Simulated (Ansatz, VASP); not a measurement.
**One calculation of Co, two programs**

```xyz
1
Lattice="-1.4146 1.3929 1.3922 1.4430 -1.3751 1.4028 1.4113 1.3718 -1.3744" Properties=species:S:1:pos:R:3 pbc="T T T"
Co    0.0000    0.0000    0.0000
```

Alike in both runs: task single point; functional PBE; k mesh 13 × 13 × 13; occupations fermi-dirac, width 0.05 eV; collinear spin.

|  | VASP | Ansatz |
| --- | --- | --- |
| version | VASP 6.6.1 | Ansatz 0.2.0 |
| potentials or method | VASP PAW PBE potentials, release 64 (Co) | Ansatz PAW |
| plane-wave cutoff (eV) | 520 | 420 |
| valence electrons in the cell | 9 | 17 |

|  | VASP | Ansatz | Ansatz less VASP |
| --- | --- | --- | --- |
| gap on the k mesh at the Fermi level (eV) | none | none | - |
| pressure (GPa) | 0.0 | 0.8 | +0.84 |
| traceless stress, the component that is largest in VASP (GPa) | -2.70 | -2.78 | -0.083 |
| net moment per atom (μB) | 1.70 | 1.71 | +0.016 |
| size of the moment on the site where the two differ most (μB) | 1.72 | 1.78 | +0.063 |

Site moments also hang on the region over which each program counts them. A gap of «none» marks a metal or a gap that the smearing closes. VASP's potentials hold 9 valence electrons a cell and Ansatz's 17, so a difference there can come from the potentials and not from the codes.
